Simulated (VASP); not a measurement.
A run of VASP 6.6.1:

POSCAR

```
BaSb7O12
1.0
    0.0000000000      5.5700000000      5.5700000000
    5.5700000000      0.0000000000      5.5700000000
    5.5700000000      5.5700000000      0.0000000000
Ba Sb O
1 7 12
Direct
    0.8640863948      0.8640863948      0.8640863948
    0.9020726775      0.3789703859      0.3789703859
    0.8761306792      0.8761306792      0.3564422788
    0.3789703859      0.9020726775      0.3789703859
    0.3564422788      0.8761306792      0.8761306792
    0.3728811460      0.3728811460      0.3728811460
    0.8761306792      0.3564422788      0.8761306792
    0.3789703859      0.3789703859      0.9020726775
    0.8022182073      0.1731329470      0.1731329470
    0.4487711180      0.0660872335      0.4487711180
    0.2747260046      0.7609151062      0.7609151062
    0.0677853820      0.4500748208      0.0677853820
    0.1731329470      0.8022182073      0.1731329470
    0.4487711180      0.4487711180      0.0660872335
    0.7609151062      0.2747260046      0.7609151062
    0.0677853820      0.0677853820      0.4500748208
    0.4500748208      0.0677853820      0.0677853820
    0.1731329470      0.1731329470      0.8022182073
    0.0660872335      0.4487711180      0.4487711180
    0.7609151062      0.7609151062      0.2747260046
```

Contents of INCAR.step1:

```
SYSTEM = BaSb7O12
ALGO = Normal ; EDIFF = 1E-4
ENCUT = 520 ; GGA = PE
ISMEAR = -1 ; ISPIN = 2
LASPH = .TRUE. ; LCHARG = .FALSE.
LREAL = Auto ; LWAVE = .TRUE.
MAGMOM = 1 0 0 0 0 0 0 0 0 0 0 0 0 0 0 0 0 0 0 0 ; NBANDS = 78
NELM = 150 ; PREC = Accurate
SIGMA = 0.01
```

Contents of INCAR.step2:

```
SYSTEM = BaSb7O12
ALGO = Normal ; EDIFF = 1E-8
ENCUT = 520 ; ISIF = 2
ISMEAR = -1 ; ISPIN = 2
ISTART = 1 ; LASPH = .TRUE.
LCHARG = .FALSE. ; LEFG = .TRUE.
LMIXTAU = .TRUE. ; LORBIT = 11
LREAL = Auto ; LWAVE = .FALSE.
MAGMOM = 1 0 0 0 0 0 0 0 0 0 0 0 0 0 0 0 0 0 0 0 ; METAGGA = R2SCAN
NBANDS = 78 ; NELM = 150
PREC = Accurate ; SIGMA = 0.01
```

The input KPOINTS:

```
k-points
0
G
  3 3 3
  0 0 0
```

Potentials or basis: VASP PAW PBE potentials, release 64 (Ba_sv, Sb, O).

Run with:

```sh
$ cat potpaw_PBE.64/Ba_sv/POTCAR potpaw_PBE.64/Sb/POTCAR potpaw_PBE.64/O/POTCAR > POTCAR
$ cp INCAR.step1 INCAR
$ mpirun -np 1 vasp_std > vasp.out
$ cp INCAR.step2 INCAR
$ mpirun -np 1 vasp_std > vasp.out
```

Hardware: 1 thread of Intel(R) Xeon(R) Platinum 8259CL CPU @ 2.50GHz (Skylake/Cascade Lake), with other jobs on the host.

**Question.** How long does it take, and how much memory?

**Answer.** Run time: 36 min on 1 thread of Intel(R) Xeon(R) Platinum 8259CL CPU @ 2.50GHz (Skylake/Cascade Lake) (shared host), peak memory 0.88 GiB. Counts: k points 6.
